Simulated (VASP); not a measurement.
# Ta in VASP: further runs, part 2 of 2

VASP 6.6.1.

### 3 Electric field gradients, PBE (zz strain of -2 %)

The input, INCAR:

```
PREC = Accurate ; ENCUT = 520
EDIFF = 1E-8 ; ISMEAR = -1
SIGMA = 0.08 ; LREAL = F
LASPH = T ; NELM = 80
ALGO = Normal ; ISIF = 2
LWAVE = F ; LCHARG = F
GGA = PE ; LEFG = T
NBANDS = 12
```

The input, KPOINTS:

```
regular mesh
0
Gamma
  17 17 17
```

The input, POSCAR:

```
Ta
1.0
   -1.6512800000      1.6512800000      1.6182544000
    1.6512800000     -1.6512800000      1.6182544000
    1.6512800000      1.6512800000     -1.6182544000
Ta
1
Direct
    0.0000000000      0.0000000000      0.0000000000
```

Potentials or basis: VASP PAW PBE potentials, release 64 (Ta_pv).

Command:

```sh
$ cat potpaw_PBE.64/Ta_pv/POTCAR > POTCAR
$ mpirun -np 1 vasp_std > vasp.out
```

OUTCAR:

```text
PREC = Accurate
   ENCUT = 520
   EDIFF = 1E-8
   ISMEAR = -1
   LREAL = F
   LASPH = T
   NELM = 80
   ISIF = 2
   GGA = PE

 ion  position               nearest neighbor table
   1  0.000  0.000  0.000-

  LATTYP: Found a body centered tetragonal cell.
 ALAT       =     3.3025600000
 C/A-ratio  =     0.9800000000

  Lattice vectors:

 A1 = (  -1.6512800000,   1.6512800000,   1.6182544000)
 A2 = (   1.6512800000,  -1.6512800000,   1.6182544000)
 A3 = (   1.6512800000,   1.6512800000,  -1.6182544000)

[... 564 lines left out ...]
    total drift:                                0.000000      0.000000      0.000000

  FREE ENERGIE OF THE ION-ELECTRON SYSTEM (eV)
  ---------------------------------------------------
  free  energy   TOTEN  =       -11.8103740078 eV

  energy  without entropy=      -11.7834920745  energy(sigma->0) =      -11.79693304

 Electric field gradients (V/A^2)
---------------------------------------------------------------------
 ion       V_xx      V_yy      V_zz      V_xy      V_xz      V_yz
---------------------------------------------------------------------
   1       6.956     6.956   -13.911    -0.000    -0.000    -0.000
---------------------------------------------------------------------

 Electric field gradients after diagonalization (V/A^2)
 (convention: |V_zz| > |V_xx| > |V_yy|)
----------------------------------------------------------------------
 ion       V_xx      V_yy      V_zz     asymmetry (V_yy - V_xx)/ V_zz
----------------------------------------------------------------------
   1       6.956     6.956   -13.911       0.000
----------------------------------------------------------------------

           NMR quadrupolar parameters

 Cq : quadrupolar parameter    Cq=e*Q*V_zz/h
 eta: asymmetry parameters     (V_yy - V_xx)/ V_zz
 Q  : nuclear electric quadrupole moment in mb (millibarn)
----------------------------------------------------------------------
 ion       Cq(MHz)       eta       Q (mb)
----------------------------------------------------------------------
   1      -0.034       0.000       1.000
----------------------------------------------------------------------
```

OSZICAR:

```text
N       E                     dE             d eps       ncg     rms          rms(c)
DAV:   1     0.609873991441E+02    0.60987E+02   -0.61023E+03  9768   0.881E+02
DAV:   2    -0.112373431365E+02   -0.72225E+02   -0.70386E+02 10792   0.246E+02
DAV:   3    -0.122522152858E+02   -0.10149E+01   -0.10074E+01 11500   0.274E+01
DAV:   4    -0.122548031901E+02   -0.25879E-02   -0.25877E-02 10852   0.153E+00
DAV:   5    -0.122548114199E+02   -0.82298E-05   -0.82303E-05 11584   0.819E-02    0.140E+01
DAV:   6    -0.119158175703E+02    0.33899E+00   -0.27086E-01 11460   0.564E+00    0.690E+00
DAV:   7    -0.118113199707E+02    0.10450E+00   -0.25004E-01 11252   0.505E+00    0.385E-01
DAV:   8    -0.118104095594E+02    0.91041E-03   -0.72373E-03 10432   0.721E-01    0.129E-01
DAV:   9    -0.118103808581E+02    0.28701E-04   -0.12223E-04 11392   0.121E-01    0.274E-02
DAV:  10    -0.118103742245E+02    0.66336E-05   -0.36497E-06 10772   0.211E-02    0.325E-03
DAV:  11    -0.118103741095E+02    0.11496E-06   -0.15739E-07 10904   0.435E-03    0.568E-04
DAV:  12    -0.118103739913E+02    0.11815E-06   -0.50737E-09  7004   0.847E-04    0.842E-05
DAV:  13    -0.118103740099E+02   -0.18566E-07   -0.37420E-10  5560   0.234E-04    0.138E-05
DAV:  14    -0.118103740078E+02    0.21012E-08   -0.54474E-11  5140   0.967E-05
   1 F= -.11810374E+02 E0= -.11796933E+02  d E =-.268819E-01
```

stdout:

```text
POSCAR found type information on POSCAR Ta
 POSCAR found :  1 types and       1 ions
 scaLAPACK will be used
 LDA part: xc-table for (Slater+PW92), standard interpolation
 POSCAR, INCAR and KPOINTS ok, starting setup
 FFT: planning ... GRIDC
 FFT: planning ... GRID_SOFT
 FFT: planning ... GRID
 WAVECAR not read
 entering main loop
ion   1
```

It took 2.1 min on 1 thread of AMD EPYC 7R43 (Zen 3), shared host; peak memory 0.17 GiB.

What came out:

```yaml
Free_energy: -11.8104 eV
Pressure: 7.7 GPa
```

Electric field gradients, principal values (V/Å²):
```
atom  least  middle  greatest (by size)
1 Ta  6.956   6.956             -13.911
```

Caveat: the cell differs from its parent crystal (zz strain of -2 %); without QUAD_EFG the Cq values of the log hold for a quadrupole moment of 1 mb, not for the nuclei; spin-orbit coupling is left out, which moves the levels of the heavy elements.

### 4 Electric field gradients, PBE (equal xx and yy strain of -1 %)

The input, INCAR:

```
SYSTEM = Ta
PREC = Accurate
ENCUT = 520
EDIFF = 1E-8
ISMEAR = -1
SIGMA = 0.08
LREAL = .False.
LASPH = .True.
NELM = 80
ALGO = Normal
ISIF = 2
LWAVE = .False.
LCHARG = .False.
GGA = PE
LEFG = .True.
NBANDS = 12
```

The input, KPOINTS:

```
regular mesh
0
Gamma
  17 17 17
  0 0 0
```

The input, POSCAR:

```
Ta
1.0
   -1.6347672000      1.6347672000      1.6512800000
    1.6347672000     -1.6347672000      1.6512800000
    1.6347672000      1.6347672000     -1.6512800000
Ta
1
Direct
    0.0000000000      0.0000000000      0.0000000000
```

Potentials or basis: VASP PAW PBE potentials, release 64 (Ta_pv).

Command:

```sh
$ cat potpaw_PBE.64/Ta_pv/POTCAR > POTCAR
$ mpirun -np 1 vasp_std > vasp.out
```

OUTCAR:

```text
SYSTEM = Ta
   PREC = Accurate
   ENCUT = 520
   EDIFF = 1E-8
   ISMEAR = -1
   LREAL = .False.
   LASPH = .True.
   NELM = 80
   ISIF = 2
   GGA = PE

 ion  position               nearest neighbor table
   1  0.000  0.000  0.000-

  LATTYP: Found a body centered tetragonal cell.
 ALAT       =     3.2695344000
 C/A-ratio  =     1.0101010101

  Lattice vectors:

 A1 = (  -1.6347672000,   1.6347672000,   1.6512800000)
 A2 = (   1.6347672000,  -1.6347672000,   1.6512800000)
 A3 = (   1.6347672000,   1.6347672000,  -1.6512800000)

Analysis of symmetry for initial positions (statically):
=====================================================================
 Subroutine PRICEL returns:
 Original cell was already a primitive cell.

 Routine SETGRP: Setting up the symmetry group for a
 body centered tetragonal supercell.

 Subroutine GETGRP returns: Found 16 space group operations
 (whereof 16 operations were pure point group operations)
[... 540 lines left out ...]

 VOLUME and BASIS-vectors are now :
 -----------------------------------------------------------------------------
  energy-cutoff  :      520.00
  volume of cell :       17.65
      direct lattice vectors                 reciprocal lattice vectors
    -1.634767200  1.634767200  1.651280000     0.000000000  0.305853947  0.302795407
     1.634767200 -1.634767200  1.651280000     0.305853947  0.000000000  0.302795407
     1.634767200  1.634767200 -1.651280000     0.305853947  0.305853947  0.000000000

 POSITION                                       TOTAL-FORCE (eV/Angst)
 -----------------------------------------------------------------------------------
      0.00000      0.00000      0.00000        -0.000000      0.000000     -0.000000
 -----------------------------------------------------------------------------------
    total drift:                               -0.000000      0.000000      0.000000

  FREE ENERGIE OF THE ION-ELECTRON SYSTEM (eV)
  ---------------------------------------------------
  free  energy   TOTEN  =       -11.8117309969 eV

  energy  without entropy=      -11.7848452547  energy(sigma->0) =      -11.79828813

 Electric field gradients (V/A^2)
---------------------------------------------------------------------
 ion       V_xx      V_yy      V_zz      V_xy      V_xz      V_yz
---------------------------------------------------------------------
   1      -3.642    -3.642     7.284    -0.000    -0.000    -0.000
---------------------------------------------------------------------

 Electric field gradients after diagonalization (V/A^2)
 (convention: |V_zz| > |V_xx| > |V_yy|)
----------------------------------------------------------------------
 ion       V_xx      V_yy      V_zz     asymmetry (V_yy - V_xx)/ V_zz
----------------------------------------------------------------------
   1      -3.642    -3.642     7.284       0.000
----------------------------------------------------------------------

           NMR quadrupolar parameters

 Cq : quadrupolar parameter    Cq=e*Q*V_zz/h
 eta: asymmetry parameters     (V_yy - V_xx)/ V_zz
 Q  : nuclear electric quadrupole moment in mb (millibarn)
----------------------------------------------------------------------
 ion       Cq(MHz)       eta       Q (mb)
----------------------------------------------------------------------
   1       0.018       0.000       1.000
----------------------------------------------------------------------
```

stdout:

```text
POSCAR found type information on POSCAR Ta
 POSCAR found :  1 types and       1 ions
 scaLAPACK will be used
 LDA part: xc-table for (Slater+PW92), standard interpolation
 POSCAR, INCAR and KPOINTS ok, starting setup
 FFT: planning ... GRIDC
 FFT: planning ... GRID_SOFT
 FFT: planning ... GRID
 WAVECAR not read
 entering main loop
ion   1
```

It took 2.2 min on 1 thread of AMD EPYC 7R43 (Zen 3), shared host; peak memory 0.17 GiB.

Results:

- Free energy: -11.8117 eV
- Pressure: 7.6 GPa

Levels at points of the mesh, in eV from the Fermi level:
| k point | band 3 | band 4 | band 5 | band 6 | band 7 | band 8 | band 9 | band 10 |
| --- | --- | --- | --- | --- | --- | --- | --- | --- |
| (0.00, 0.00, 0.00) | -32.99 | -7.99 | 0.69 | 0.69 | 0.82 | 3.99 | 4.17 | 14.77 |

Electric field gradients, principal values (V/Å²):
```tsv
atom	least	middle	greatest (by size)
1 Ta	-3.642	-3.642	7.284
```

Caveat: the cell differs from its parent crystal (equal xx and yy strain of -1 %); without QUAD_EFG the Cq values of the log hold for a quadrupole moment of 1 mb, not for the nuclei; spin-orbit coupling is left out, which moves the levels of the heavy elements.

### 5 Summary

```csv
task,cell,k mesh for the DOS,occupations for the DOS,gap on the mesh (eV),pressure (GPa)
density of states,"a = 2.860 Å, angles 109.5°, 1 atom",26 × 26 × 26,tetrahedron,-,-
electric field gradients,"a = 2.841 Å, angles 108.9, 108.9, 110.6°, 1 atom",-,-,none,7.7
electric field gradients,"a = 2.841 Å, angles 109.7, 109.7, 108.9°, 1 atom",-,-,none,7.6
```

Alike in all rows: level PBE; potentials or basis VASP PAW PBE potentials, release 64 (Ta_pv); no spin polarisation; k mesh 17 × 17 × 17; cutoff (eV) 520; smearing fermi-dirac 0.08 eV.

Caveats: spin-orbit coupling is left out, which moves the levels of the heavy elements.

Absolute energies hang on the potentials; compare differences alone.
